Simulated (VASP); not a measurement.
# Hf (P6_3/mmc) in VASP: a series of runs

Runs on Hf. Level: LDA. Tasks: single point.

Program: VASP 6.6.1. These are calculated values, not measurements. Logs are shortened: lines on timing, memory, paths and dates and some standing lists are left out, and cuts for length are marked.

**1. The cell of the first run**

The structure is hexagonal, space group P6_3/mmc (No. 194). The conventional cell has a = 3.218 Å, b = 3.218 Å, c = 5.091 Å, α = 90.00°, β = 90.00°, γ = 120.00°. Within 4.1 Å of Hf (site symmetry -6m2) lie 12 Hf at 3.15 to 3.22 Å.

**2. Single point, LDA (22.83 Å³/atom)**

Contents of INCAR:

```
ALGO = Normal
EDIFF = 1E-6
ENCUT = 520
ISIF = 2
ISMEAR = -1
LASPH = T
LCHARG = F
LREAL = F
LWAVE = F
NBANDS = 17
NELM = 80
PREC = Accurate
SIGMA = 0.05
```

Contents of KPOINTS:

```
k-points
0
Gamma
  10 10 5
```

Contents of POSCAR:

```
Hf
1.0
    3.2178708157      0.0000000000      0.0000000000
   -1.6089354078      2.7867578725      0.0000000000
    0.0000000000      0.0000000000      5.0912963404
Hf
2
Direct
    0.6666666667      0.3333333333      0.7500000000
    0.3333333333      0.6666666667      0.2500000000
```

Potentials or basis: VASP PAW LDA potentials, release 64 (Hf_pv).

Launch:

```bash
> cat potpaw_LDA.64/Hf_pv/POTCAR > POTCAR
> mpirun -np 1 vasp_std > vasp.out
```

OUTCAR:

```text
EDIFF = 1E-6
   ENCUT = 520
   ISIF = 2
   ISMEAR = -1
   LASPH = T
   LREAL = F
   NELM = 80
   PREC = Accurate

 ion  position               nearest neighbor table
   1  0.667  0.333  0.750-   2 3.15   2 3.15   2 3.15   2 3.15   2 3.15   2 3.15
   2  0.333  0.667  0.250-   1 3.15   1 3.15   1 3.15   1 3.15   1 3.15   1 3.15

  LATTYP: Found a hexagonal cell.
 ALAT       =     3.2178708157
 C/A-ratio  =     1.5821941377

  Lattice vectors:

 A1 = (   3.2178708157,   0.0000000000,   0.0000000000)
 A2 = (  -1.6089354078,   2.7867578725,   0.0000000000)
 A3 = (   0.0000000000,   0.0000000000,   5.0912963404)

Analysis of symmetry for initial positions (statically):
=====================================================================
 Subroutine PRICEL returns:
 Original cell was already a primitive cell.

 Routine SETGRP: Setting up the symmetry group for a
 hexagonal supercell.

 Subroutine GETGRP returns: Found 24 space group operations
 (whereof 12 operations were pure point group operations)
 out of a pool of 24 trial point group operations.

The static configuration has the point symmetry D_3d.
 The point group associated with its full space group is D_6h.

Analysis of symmetry for dynamics (positions and initial velocities):
=====================================================================
 Subroutine PRICEL returns:
 Original cell was already a primitive cell.

 Routine SETGRP: Setting up the symmetry group for a
 hexagonal supercell.

 Subroutine GETGRP returns: Found 24 space group operations
 (whereof 12 operations were pure point group operations)
 out of a pool of 24 trial point group operations.

The dynamic configuration has the point symmetry D_3d.
 The point group associated with its full space group is D_6h.

 Subroutine INISYM returns: Found 24 space group operations
 (whereof 12 operations are pure point group operations),
 and found     1 'primitive' translations

----------------------------------------------------------------------------------------

                                     Primitive cell

  volume of cell :      45.6558

  direct lattice vectors                    reciprocal lattice vectors
     3.217870816  0.000000000  0.000000000     0.310764495  0.179419965  0.000000000
    -1.608935408  2.786757872  0.000000000     0.000000000  0.358839930  0.000000000
     0.000000000  0.000000000  5.091296340     0.000000000  0.000000000  0.196413631

  length of vectors
     3.217870816  3.217870816  5.091296340     0.358839930  0.358839930  0.196413631

  position of ions in fractional coordinates (direct lattice)
     0.666666667  0.333333333  0.750000000
     0.333333333  0.666666667  0.250000000

  ion indices of the primitive-cell ions
   primitive index   ion index
                 1           1
                 2           2

----------------------------------------------------------------------------------------

 KPOINTS: k-points

Automatic generation of k-mesh.
 Grid dimensions read from file:
 generate k-points for:   10   10    5

 Generating k-lattice:

  Cartesian coordinates                     Fractional coordinates (reciprocal lattice)
     0.031076450  0.017941997  0.000000000     0.100000000 -0.000000000  0.000000000
     0.000000000  0.035883993  0.000000000     0.000000000  0.100000000  0.000000000
     0.000000000  0.000000000  0.039282726     0.000000000  0.000000000  0.200000000

  Length of vectors
     0.035883993  0.035883993  0.039282726

  Shift w.r.t. Gamma in fractional coordinates (k-lattice)
     0.000000000  0.000000000  0.000000000

 Subroutine IBZKPT returns following result:
 ===========================================

 Found     42 irreducible k-points:

 Following reciprocal coordinates:
            Coordinates               Weight
  0.000000  0.000000  0.000000      1.000000
  0.100000  0.000000  0.000000      6.000000
  0.200000  0.000000  0.000000      6.000000
  0.300000  0.000000  0.000000      6.000000
  0.400000  0.000000  0.000000      6.000000
  0.500000  0.000000  0.000000      3.000000
[... 16 lines left out ...]
  0.300000  0.100000  0.200000     24.000000
  0.400000  0.100000  0.200000     24.000000
 [... further k-points ...]
   k-points           NKPTS =     42   k-points in BZ     NKDIM =     42   number of bands    NBANDS=     17
   number of dos      NEDOS =    301   number of ions     NIONS =      2
   total plane-waves  NPLWV =  23040
   dimension x,y,z NGX =    24 NGY =   24 NGZ =   40
   dimension x,y,z NGXF=    48 NGYF=   48 NGZF=   80
   ions per type =               2
   NGX,Y,Z   is equivalent  to a cutoff of  12.40, 12.40, 13.06 a.u.
   NGXF,Y,Z  is equivalent  to a cutoff of  24.80, 24.80, 26.12 a.u.
 SYSTEM =  unknown system
   PREC   = accura    normal or accurate (medium, high low for compatibility)
   ISTART =      0    job   : 0-new  1-cont  2-samecut
   ICHARG =      2    charge: 1-file 2-atom 10-const
   ISPIN  =      1    spin polarized calculation?
   LNONCOLLINEAR =      F non collinear calculations
   LSORBIT =      F    spin-orbit coupling
   LASPH  =      T    aspherical Exc in radial PAW
   ENCUT  =  520.0 eV  38.22 Ry    6.18 a.u.   5.98  5.98  9.47*2*pi/ulx,y,z
   NELM   =     80;   NELMIN=  2; NELMDL= -5     # of ELM steps
   EDIFF  = 0.1E-05   stopping-criterion for ELM
   LREAL  =      F    real-space projection
   EDIFFG = 0.1E-04   stopping-criterion for IOM
   NSW    =      0    number of steps for IOM
   IBRION =     -1    ionic relax: 0-MD 1-quasi-New 2-CG
   NFREE  =      0    steps in history (QN), initial steepest desc. (CG)
   ISIF   =      2    stress and relaxation
   ISYM   =      2    0-nonsym 1-usesym 2-fastsym
   POTIM  = 0.5000    time-step for ionic-motion
   TEBEG  =    0.0;   TEEND  =   0.0 temperature during run
   PSTRESS=    0.0 pullay stress
   NELECT =      20.0000    total number of electrons
   NUPDOWN=      -1.0000    fix difference up-down
   EMIN   =  10.00;   EMAX   =-10.00  energy-range for DOS
   EFERMI =   0.00;   METHOD = LEGACY
   ISMEAR =    -1;   SIGMA  =   0.05  broadening in eV -4-tet -1-fermi 0-gaus
   EFERMI_NEDOS =   21; number of points for ismear=-14 and -15
   IALGO  =     38    algorithm
   IMIX   =      4    mixing-type and parameters
     AMIX     =   0.40;   BMIX     =  1.00
     AMIX_MAG =   1.60;   BMIX_MAG =  1.00
  volume/ion in A,a.u.               =      22.83       154.05
  Fermi-wavevector in a.u.,A,eV,Ry     =   1.243329  2.349551 21.032800  1.545867
  Thomas-Fermi vector in A             =   2.377645
   LORBIT       =      0    0 simple, 1 ext, 2 COOP (PROOUT), +10 PAW based schemes
   GGA     = CA    functional components
   LHFCALC =     F    Hartree Fock is set to
   AEXX    =    0.0000 exact exchange contribution
   IVDW    =     0    specifies the selected vdW correction
   LEPSILON=     F    determine dielectric tensor
   LRPA    =     F    only Hartree local field effects (RPA)
 non-spin polarized calculation
  energy-cutoff  :      520.00
  volume of cell :       45.66
 maximum number of plane-waves:      1245
 NGX is ok and might be reduce to    24
   NGX = 11   NGY = 11   NGZ = 19

 number of electron      20.0000007 magnetization

 Free energy of the ion-electron system (eV)
  ---------------------------------------------------
  ext. energy  EPLUGINS =         0.00000000
  ---------------------------------------------------
  free energy    TOTEN  =       -21.27178738 eV

  energy without entropy =      -21.26055645  energy(sigma->0) =      -21.26617192

 E-fermi :   4.6308     XC(G=0): -11.3795

 val. band max:        4.6265145434   @ k =   0.0000   0.0000   0.4000
 cond. band min:       4.7641949973   @ k =   0.2000   0.2000   0.4000
 fundamental gap:      0.1376804540
 Fermi energy:         4.6307756499

 k-point     1 :       0.0000    0.0000    0.0000
  band No.  band energies     occupation
      1     -26.3064      2.00000
      2     -25.5934      2.00000
      3     -25.5934      2.00000
      4     -25.4782      2.00000
      5     -25.4706      2.00000
      6     -25.4706      2.00000
[... 9 lines left out ...]
     16       7.1414      0.00000
     17       9.7812      0.00000

 k-point     2 :       0.1000    0.0000    0.0000
  band No.  band energies     occupation
      1     -26.2818      2.00000
      2     -25.6453      2.00000
      3     -25.6108      2.00000
      4     -25.5251      2.00000
      5     -25.4896      2.00000
      6     -25.4776      2.00000
[... 9 lines left out ...]
     16       6.8791      0.00000
     17       9.9931      0.00000

 k-point     3 :       0.2000    0.0000    0.0000
  band No.  band energies     occupation
      1     -26.2130      2.00000
      2     -25.7810      2.00000
      3     -25.6631      2.00000
      4     -25.6544      2.00000
      5     -25.5241      2.00000
      6     -25.4978      2.00000
[... 9 lines left out ...]
     16       7.5593      0.00000
     17      10.3681      0.00000

 k-point     4 :       0.3000    0.0000    0.0000
  band No.  band energies     occupation
      1     -26.1141      2.00000
      2     -25.9488      2.00000
      3     -25.8248      2.00000
      4     -25.7058      2.00000
      5     -25.5803      2.00000
      6     -25.5247      2.00000
[... 9 lines left out ...]
     16       8.6952      0.00000
     17      10.6603      0.00000

 k-point     5 :       0.4000    0.0000    0.0000
  band No.  band energies     occupation
      1     -26.0839      2.00000
      2     -26.0108      2.00000
      3     -25.9496      2.00000
      4     -25.7458      2.00000
      5     -25.6489      2.00000
      6     -25.5474      2.00000
[... 9 lines left out ...]
     16       9.9536      0.00000
     17      10.8133      0.00000

 k-point     6 :       0.5000    0.0000    0.0000
  band No.  band energies     occupation
      1     -26.1351      2.00000
      2     -25.9961      2.00000
      3     -25.9573      2.00000
      4     -25.7608      2.00000
      5     -25.6890      2.00000
      6     -25.5563      2.00000
[... 9 lines left out ...]
     16      10.8577      0.00000
     17      11.4354      0.00000

 k-point     7 :       0.1000    0.1000    0.0000
  band No.  band energies     occupation
      1     -26.2351      2.00000
      2     -25.7260      2.00000
      3     -25.6755      2.00000
      4     -25.5912      2.00000
      5     -25.5126      2.00000
      6     -25.5003      2.00000
[... 9 lines left out ...]
     16       7.4131      0.00000
     17      10.1935      0.00000

 k-point     8 :       0.2000    0.1000    0.0000
  band No.  band energies     occupation
      1     -26.1508      2.00000
      2     -25.8649      2.00000
      3     -25.7966      2.00000
      4     -25.6680      2.00000
      5     -25.5584      2.00000
      6     -25.5360      2.00000
[... 9 lines left out ...]
     16       8.5018      0.00000
     17      10.4255      0.00000
[... 203 lines left out ...]
      1     -26.1587      2.00000
      2     -26.0213      2.00000
      3     -25.8800      2.00000
      4     -25.7272      2.00000
      5     -25.6300      2.00000
      6     -25.5667      2.00000
[... 9 lines left out ...]
     16       9.7031      0.00000
     17      10.6062      0.00000

 k-point    20 :       0.5000    0.0000    0.2000
  band No.  band energies     occupation
      1     -26.1913      2.00000
      2     -26.0637      2.00000
      3     -25.8602      2.00000
      4     -25.7416      2.00000
      5     -25.6581      2.00000
      6     -25.5762      2.00000
[... 9 lines left out ...]
     16      10.7644      0.00000
     17      11.1612      0.00000

 k-point    21 :       0.1000    0.1000    0.2000
  band No.  band energies     occupation
      1     -26.1809      2.00000
      2     -25.7040      2.00000
      3     -25.7008      2.00000
      4     -25.6242      2.00000
      5     -25.5228      2.00000
      6     -25.5145      2.00000
[... 9 lines left out ...]
     16       7.7700      0.00000
     17      10.1228      0.00000

 k-point    22 :       0.2000    0.1000    0.2000
  band No.  band energies     occupation
      1     -26.1329      2.00000
      2     -25.8527      2.00000
      3     -25.8026      2.00000
      4     -25.6808      2.00000
      5     -25.5631      2.00000
      6     -25.5450      2.00000
[... 9 lines left out ...]
     16       8.4990      0.00000
     17      10.2327      0.00000

 k-point    23 :       0.3000    0.1000    0.2000
  band No.  band energies     occupation
      1     -26.1220      2.00000
      2     -25.9807      2.00000
      3     -25.8704      2.00000
      4     -25.7350      2.00000
      5     -25.6161      2.00000
      6     -25.5751      2.00000
[... 9 lines left out ...]
     16       9.3757      0.00000
     17      10.5351      0.00000

 k-point    24 :       0.4000    0.1000    0.2000
  band No.  band energies     occupation
      1     -26.1646      2.00000
      2     -26.0432      2.00000
      3     -25.8699      2.00000
      4     -25.7549      2.00000
      5     -25.6659      2.00000
      6     -25.5964      2.00000
[... 9 lines left out ...]
     16      10.3707      0.00000
     17      11.1565      0.00000

 [... further k-points ...]
[... 5 lines left out ...]
  --------------------------------------------------------------------------------------
  -------------------------------------------------------------------------------------
  Total       -2.6746665     -2.6746665     -2.8340375     -0.0000000     -0.0000000     -0.0000000
  in kB      -93.8607448    -93.8607448    -99.4534741     -0.0000000     -0.0000000     -0.0000000
  external PRESSURE =     -95.7249879 kB  Pullay stress =       0.0000000 kB

 VOLUME and BASIS-vectors are now :
 -----------------------------------------------------------------------------
  energy-cutoff  :      520.00
  volume of cell :       45.66
      direct lattice vectors                 reciprocal lattice vectors
     3.217870816  0.000000000  0.000000000     0.310764495  0.179419965  0.000000000
    -1.608935408  2.786757872  0.000000000     0.000000000  0.358839930  0.000000000
     0.000000000  0.000000000  5.091296340     0.000000000  0.000000000  0.196413631

 POSITION                                       TOTAL-FORCE (eV/Angst)
 -----------------------------------------------------------------------------------
      1.60894      0.92892      3.81847         0.000000     -0.000000      0.000000
     -0.00000      1.85784      1.27282        -0.000000      0.000000      0.000000
 -----------------------------------------------------------------------------------
    total drift:                               -0.000000      0.000000     -0.000000

  FREE ENERGIE OF THE ION-ELECTRON SYSTEM (eV)
  ---------------------------------------------------
  free  energy   TOTEN  =       -21.2717873804 eV

  energy  without entropy=      -21.2605564542  energy(sigma->0) =      -21.26617192
```

It took 28 s on 1 thread of AMD EPYC 7R43 (Zen 3), shared host; peak memory 0.12 GiB.

Results:

```yaml
Free_energy: -21.2718 eV
Pressure: -9.6 GPa
Band_gap_on_the_k_mesh: zero (bands 10 and 11 overlap by 1.43 eV)
```

Stress tensor (GPa, compression positive):
```
-9.39  0.00  0.00
 0.00 -9.39  0.00
 0.00  0.00 -9.95
```

Caveat: the cell stands under tension; spin-orbit coupling is left out, which moves the levels of the heavy elements.

**3. Single point, LDA (23.28 Å³/atom)**

This run uses another cell than the first one, of 23.28 Å³/atom.

Contents of INCAR:

```
PREC     = Accurate       # precision mode
ENCUT    = 520            # plane-wave cutoff, eV
EDIFF    = 1E-7           # SCF threshold, eV
ISMEAR   = -1             # smearing method
SIGMA    = 0.05           # smearing width, eV
LREAL    = F              # projectors in reciprocal space
LASPH    = T              # aspherical terms in the spheres
NELM     = 60             # most SCF steps
ALGO     = Normal         # electronic algorithm
ISIF     = 2              # what is computed and relaxed
LWAVE    = F              # write WAVECAR
LCHARG   = F              # write CHGCAR
NBANDS   = 17             # bands
```

Contents of KPOINTS:

```
regular mesh
0
Gamma
  10 10 5
```

Contents of POSCAR:

```
Hf
1.0
    3.2387666662      0.0000000000      0.0000000000
   -1.6193833331      2.8048542099      0.0000000000
    0.0000000000      0.0000000000      5.1243576326
Hf
2
Direct
    0.6666666667      0.3333333333      0.7500000000
    0.3333333333      0.6666666667      0.2500000000
```

Potentials or basis: VASP PAW LDA potentials, release 64 (Hf_pv).

Launch:

```bash
> cat potpaw_LDA.64/Hf_pv/POTCAR > POTCAR
> mpirun -np 1 vasp_std > vasp.out
```

Wall time 28 s (1 thread of AMD EPYC 7R43 (Zen 3), shared host); peak memory 0.12 GiB.

It converged, with:

```
Free energy            : -21.2138 eV
Pressure               : -11.2 GPa
Band gap on the k mesh : zero (bands 10 and 11 overlap by 1.41 eV)
```

Stress tensor (GPa, compression positive):
```
-10.98   0.00   0.00
  0.00 -10.98   0.00
  0.00   0.00 -11.63
```

Levels at points of the mesh, in eV from the Fermi level:
```tsv
k point	band 7	band 8	band 9	band 10	band 11	band 12	band 13	band 14
(0.00, 0.00, 0.00)	-7.17	-3.57	0.68	1.11	1.11	1.37	1.88	1.88
(0.50, 0.00, 0.00)	-3.25	-2.60	-2.10	-0.75	0.73	0.82	1.59	5.55
```

Caveat: the cell stands under tension; spin-orbit coupling is left out, which moves the levels of the heavy elements.
